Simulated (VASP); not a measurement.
# Cs (I4/mmm) in VASP: further runs

The runs below take Cs through single point, with r2SCAN.

Program: VASP 6.6.1. These are calculated values, not measurements. Logs are shortened: lines on timing, memory, paths and dates and some standing lists are left out, and cuts for length are marked.

## (1) The cell of the first run

It takes space group I4/mmm (No. 139, tetragonal). Conventional cell: a = 5.500 Å, b = 5.500 Å, c = 8.194 Å, α = 90.00°, β = 90.00°, γ = 90.00°.

## (2) Single point, r2SCAN

POSCAR reads:

```
Cs
1.0
   -2.7500750000      2.7500750000      4.0972390000
    2.7500750000     -2.7500750000      4.0972390000
    2.7500750000      2.7500750000     -4.0972390000
Cs
1
Direct
    0.0000000000      0.0000000000      0.0000000000
```

INCAR.step1 reads:

```
PREC = Accurate
ENCUT = 520
ISMEAR = 1
SIGMA = 0.1
LREAL = F
LASPH = T
NELM = 100
NBANDS = 10
GGA = PE
ALGO = Normal
EDIFF = 1E-4
LWAVE = T
LCHARG = F
```

INCAR.step2 reads:

```
PREC = Accurate
ENCUT = 520
EDIFF = 1E-6
ISMEAR = 1
SIGMA = 0.1
LREAL = F
LASPH = T
NELM = 100
ALGO = Normal
ISIF = 2
LWAVE = F
LCHARG = T
METAGGA = R2SCAN
LMIXTAU = T
LELF = T
LVHAR = T
NBANDS = 10
ISTART = 1
```

KPOINTS reads:

```
Automatic mesh
0
Gamma
  6 6 6
```

Potentials or basis: VASP PAW PBE potentials, release 64 (Cs_sv).

On the command line:

```sh
$ cat potpaw_PBE.64/Cs_sv/POTCAR > POTCAR
$ cp INCAR.step1 INCAR
$ mpirun -np 1 vasp_std > vasp.out
$ cp INCAR.step2 INCAR
$ mpirun -np 1 vasp_std > vasp.out
```

OUTCAR:

```text
PREC = Accurate
   ENCUT = 520
   EDIFF = 1E-6
   ISMEAR = 1
   LREAL = F
   LASPH = T
   NELM = 100
   ISIF = 2
   METAGGA = R2SCAN
   ISTART = 1

 ion  position               nearest neighbor table
   1  0.000  0.000  0.000-

  LATTYP: Found a body centered tetragonal cell.
 ALAT       =     5.5001500000
 C/A-ratio  =     1.4898644582

  Lattice vectors:

 A1 = (  -2.7500750000,   2.7500750000,   4.0972390000)
 A2 = (   2.7500750000,  -2.7500750000,   4.0972390000)
 A3 = (   2.7500750000,   2.7500750000,  -4.0972390000)

Analysis of symmetry for initial positions (statically):
=====================================================================
 Subroutine PRICEL returns:
 Original cell was already a primitive cell.

 Routine SETGRP: Setting up the symmetry group for a
 body centered tetragonal supercell.

 Subroutine GETGRP returns: Found 16 space group operations
 (whereof 16 operations were pure point group operations)
 out of a pool of 16 trial point group operations.

The static configuration has the point symmetry D_4h.

Analysis of symmetry for dynamics (positions and initial velocities):
=====================================================================
 Subroutine PRICEL returns:
 Original cell was already a primitive cell.

 Routine SETGRP: Setting up the symmetry group for a
 body centered tetragonal supercell.

 Subroutine GETGRP returns: Found 16 space group operations
 (whereof 16 operations were pure point group operations)
 out of a pool of 16 trial point group operations.

The dynamic configuration has the point symmetry D_4h.

 Subroutine INISYM returns: Found 16 space group operations
 (whereof 16 operations are pure point group operations),
 and found     1 'primitive' translations

----------------------------------------------------------------------------------------

                                     Primitive cell

  volume of cell :     123.9482

  direct lattice vectors                    reciprocal lattice vectors
    -2.750075000  2.750075000  4.097239000     0.000000000  0.181813223  0.122033399
     2.750075000 -2.750075000  4.097239000     0.181813223  0.000000000  0.122033399
     2.750075000  2.750075000 -4.097239000     0.181813223  0.181813223  0.000000000

  length of vectors
     5.649176262  5.649176262  5.649176262     0.218970771  0.218970771  0.257122726

  position of ions in fractional coordinates (direct lattice)
     0.000000000  0.000000000  0.000000000

  ion indices of the primitive-cell ions
   primitive index   ion index
                 1           1

----------------------------------------------------------------------------------------

 KPOINTS: Automatic mesh

Automatic generation of k-mesh.
 Grid dimensions read from file:
 generate k-points for:    6    6    6

 Generating k-lattice:

  Cartesian coordinates                     Fractional coordinates (reciprocal lattice)
     0.000000000  0.030302204  0.020338900     0.166666667  0.000000000  0.000000000
     0.030302204  0.000000000  0.020338900     0.000000000  0.166666667  0.000000000
     0.030302204  0.030302204  0.000000000     0.000000000  0.000000000  0.166666667

  Length of vectors
     0.036495128  0.036495128  0.042853788

  Shift w.r.t. Gamma in fractional coordinates (k-lattice)
     0.000000000  0.000000000  0.000000000

 Subroutine IBZKPT returns following result:
 ===========================================

 Found     30 irreducible k-points:

 Following reciprocal coordinates:
            Coordinates               Weight
  0.000000  0.000000  0.000000      1.000000
  0.166667  0.000000 -0.000000      8.000000
  0.333333  0.000000 -0.000000      8.000000
  0.500000  0.000000 -0.000000      4.000000
  0.166667  0.166667 -0.000000      8.000000
  0.333333  0.166667 -0.000000     16.000000
[... 16 lines left out ...]
 -0.333333 -0.333333  0.166667      8.000000
 -0.166667 -0.333333  0.166667      8.000000
 [... further k-points ...]
   k-points           NKPTS =     30   k-points in BZ     NKDIM =     30   number of bands    NBANDS=     10
   number of dos      NEDOS =    301   number of ions     NIONS =      1
   total plane-waves  NPLWV =  74088
   dimension x,y,z NGX =    42 NGY =   42 NGZ =   42
   dimension x,y,z NGXF=    84 NGYF=   84 NGZF=   84
   ions per type =               1
   NGX,Y,Z   is equivalent  to a cutoff of  12.36, 12.36, 12.36 a.u.
   NGXF,Y,Z  is equivalent  to a cutoff of  24.72, 24.72, 24.72 a.u.
 SYSTEM =  unknown system
   PREC   = accura    normal or accurate (medium, high low for compatibility)
   ISTART =      1    job   : 0-new  1-cont  2-samecut
   ICHARG =      0    charge: 1-file 2-atom 10-const
   ISPIN  =      1    spin polarized calculation?
   LNONCOLLINEAR =      F non collinear calculations
   LSORBIT =      F    spin-orbit coupling
   LASPH  =      T    aspherical Exc in radial PAW
   ENCUT  =  520.0 eV  38.22 Ry    6.18 a.u.  10.50 10.50 10.50*2*pi/ulx,y,z
   NELM   =    100;   NELMIN=  2; NELMDL=  0     # of ELM steps
   EDIFF  = 0.1E-05   stopping-criterion for ELM
   LREAL  =      F    real-space projection
   EDIFFG = 0.1E-04   stopping-criterion for IOM
   NSW    =      0    number of steps for IOM
   IBRION =     -1    ionic relax: 0-MD 1-quasi-New 2-CG
   NFREE  =      0    steps in history (QN), initial steepest desc. (CG)
   ISIF   =      2    stress and relaxation
   ISYM   =      2    0-nonsym 1-usesym 2-fastsym
   POTIM  = 0.5000    time-step for ionic-motion
   TEBEG  =    0.0;   TEEND  =   0.0 temperature during run
   PSTRESS=    0.0 pullay stress
   NELECT =       9.0000    total number of electrons
   NUPDOWN=      -1.0000    fix difference up-down
   EMIN   =  10.00;   EMAX   =-10.00  energy-range for DOS
   EFERMI =   0.00;   METHOD = LEGACY
   ISMEAR =     1;   SIGMA  =   0.10  broadening in eV -4-tet -1-fermi 0-gaus
   EFERMI_NEDOS =   21; number of points for ismear=-14 and -15
   IALGO  =     38    algorithm
   IMIX   =      4    mixing-type and parameters
     AMIX     =   0.40;   BMIX     =  1.00
     AMIX_MAG =   1.60;   BMIX_MAG =  1.00
  volume/ion in A,a.u.               =     123.95       836.44
  Fermi-wavevector in a.u.,A,eV,Ry     =   0.682981  1.290648  6.346623  0.466464
  Thomas-Fermi vector in A             =   1.762213
   LORBIT       =      0    0 simple, 1 ext, 2 COOP (PROOUT), +10 PAW based schemes
   METAGGA = R2SCAN    functional components
   LHFCALC =     F    Hartree Fock is set to
   AEXX    =    0.0000 exact exchange contribution
   IVDW    =     0    specifies the selected vdW correction
   LEPSILON=     F    determine dielectric tensor
   LRPA    =     F    only Hartree local field effects (RPA)
 non-spin polarized calculation
 Methfessel and Paxton  Order N= 1 SIGMA  =   0.10
  energy-cutoff  :      520.00
  volume of cell :      123.95
 maximum number of plane-waves:      3372
   NGX = 21   NGY = 21   NGZ = 21

 number of electron       9.0000001 magnetization

 Free energy of the ion-electron system (eV)
  ---------------------------------------------------
  ext. energy  EPLUGINS =         0.00000000
  ---------------------------------------------------
  free energy    TOTEN  =       -25.00778659 eV

  energy without entropy =      -25.00873244  energy(sigma->0) =      -25.00810187

 E-fermi :   0.3231     XC(G=0):  -5.4468

 val. band max:        0.3182180970   @ k =  -0.3333   0.3333   0.1667
 cond. band min:       0.4363973341   @ k =   0.5000   0.0000  -0.0000
 fundamental gap:      0.1181792371
 Fermi energy:         0.3230972811

 k-point     1 :       0.0000    0.0000    0.0000
  band No.  band energies     occupation
      1     -24.4749      2.00000
      2     -10.8515      2.00000
      3     -10.8515      2.00000
      4     -10.8510      2.00000
      5      -1.3507      2.00000
      6       2.9681      0.00000
      7       3.1287      0.00000
      8       3.1287      0.00000
      9       3.9885      0.00000
     10       4.3220      0.00000

 k-point     2 :       0.1667    0.0000   -0.0000
  band No.  band energies     occupation
      1     -24.4737      2.00000
      2     -10.8792      2.00000
      3     -10.8557      2.00000
      4     -10.8542      2.00000
      5      -1.0699      2.00000
      6       2.5326      0.00000
      7       3.0893      0.00000
      8       3.2395      0.00000
      9       3.8654      0.00000
     10       4.0947      0.00000

 k-point     3 :       0.3333    0.0000   -0.0000
  band No.  band energies     occupation
      1     -24.4713      2.00000
      2     -10.9335      2.00000
      3     -10.8647      2.00000
      4     -10.8594      2.00000
      5      -0.3222      2.00000
      6       1.6816     -0.00000
      7       2.9184      0.00000
      8       3.1522      0.00000
      9       4.3151      0.00000
     10       4.3498      0.00000

 k-point     4 :       0.5000    0.0000   -0.0000
  band No.  band energies     occupation
      1     -24.4701      2.00000
      2     -10.9601      2.00000
      3     -10.8692      2.00000
      4     -10.8620      2.00000
      5       0.4364     -0.06799
      6       0.9725     -0.00000
      7       2.7848      0.00000
      8       3.0222      0.00000
      9       4.8491      0.00000
     10       4.9350      0.00000
[... 222 lines left out ...]
 k-point    22 :      -0.1667    0.5000    0.1667
  band No.  band energies     occupation
      1     -24.4699      2.00000
      2     -10.9467      2.00000
      3     -10.8843      2.00000
      4     -10.8677      2.00000
      5       0.4482     -0.07071
      6       1.2168     -0.00000
      7       2.3142     -0.00000
      8       3.2389      0.00000
      9       4.4266      0.00000
     10       4.8991      0.00000

 k-point    23 :      -0.3333   -0.3333    0.1667
  band No.  band energies     occupation
      1     -24.4701      2.00000
      2     -10.9278      2.00000
      3     -10.8925      2.00000
      4     -10.8753      2.00000
      5       0.2097      2.06804
      6       1.8028     -0.00000
      7       1.9194     -0.00000
      8       3.3631      0.00000
      9       4.0577      0.00000
     10       4.9437      0.00000

 k-point    24 :      -0.1667   -0.3333    0.1667
  band No.  band energies     occupation
      1     -24.4716      2.00000
      2     -10.9143      2.00000
      3     -10.8707      2.00000
      4     -10.8665      2.00000
      5      -0.4308      2.00000
      6       1.9654     -0.00000
      7       2.5246      0.00000
      8       3.3950      0.00000
      9       3.7894      0.00000
     10       4.6218      0.00000

 [... further k-points ...]

------------------------ aborting loop because EDIFF is reached ----------------------------------------

  FORCE on cell =-STRESS in cart. coord.  units (eV):
  Direction    XX          YY          ZZ          XY          YZ          ZX
  --------------------------------------------------------------------------------------
  -------------------------------------------------------------------------------------
  Total        0.0176283      0.0176283      0.0086471      0.0000000      0.0000000      0.0000000
  in kB        0.2278661      0.2278661      0.1117738      0.0000000      0.0000000      0.0000000
  external PRESSURE =       0.1891687 kB  Pullay stress =       0.0000000 kB

 VOLUME and BASIS-vectors are now :
 -----------------------------------------------------------------------------
  energy-cutoff  :      520.00
  volume of cell :      123.95
      direct lattice vectors                 reciprocal lattice vectors
    -2.750075000  2.750075000  4.097239000     0.000000000  0.181813223  0.122033399
     2.750075000 -2.750075000  4.097239000     0.181813223  0.000000000  0.122033399
     2.750075000  2.750075000 -4.097239000     0.181813223  0.181813223  0.000000000

 POSITION                                       TOTAL-FORCE (eV/Angst)
 -----------------------------------------------------------------------------------
      0.00000      0.00000      0.00000         0.000000     -0.000000     -0.000000
 -----------------------------------------------------------------------------------
    total drift:                               -0.000000      0.000000     -0.000000

  FREE ENERGIE OF THE ION-ELECTRON SYSTEM (eV)
  ---------------------------------------------------
  free  energy   TOTEN  =       -25.0077865938 eV

  energy  without entropy=      -25.0087324362  energy(sigma->0) =      -25.00810187
```

It took 7.6 min on 1 thread of Intel Xeon 8259CL, shared host; peak memory 0.29 GiB.

What came out:

| Item | Value |
| --- | --- |
| Free energy | -25.0078 eV |
| Pressure | 0.0 GPa |
| Band gap on the k mesh | zero (an odd number of electrons rules out a gap without spin polarisation) |

Levels at points of the mesh, in eV from the Fermi level:
```tsv
k point	band 3	band 4	band 5	band 6	band 7	band 8
(0.00, 0.00, 0.00)	-11.17	-11.17	-1.67	2.65	2.81	2.81
(0.50, 0.00, 0.00)	-11.19	-11.19	0.11	0.65	2.46	2.70
(0.50, 0.50, 0.00)	-11.22	-11.21	0.40	1.19	1.48	3.99
(0.50, 0.50, 0.50)	-11.21	-11.21	0.32	1.16	1.31	4.33
```

Caveat: the PAW data sets were made with another functional, which shifts forces and pressure a little; spin-orbit coupling is left out, which moves the levels of the heavy elements.

[end of part 1 of 2]

The gap in the log of VASP goes by the Fermi energy; the results here count the filled bands.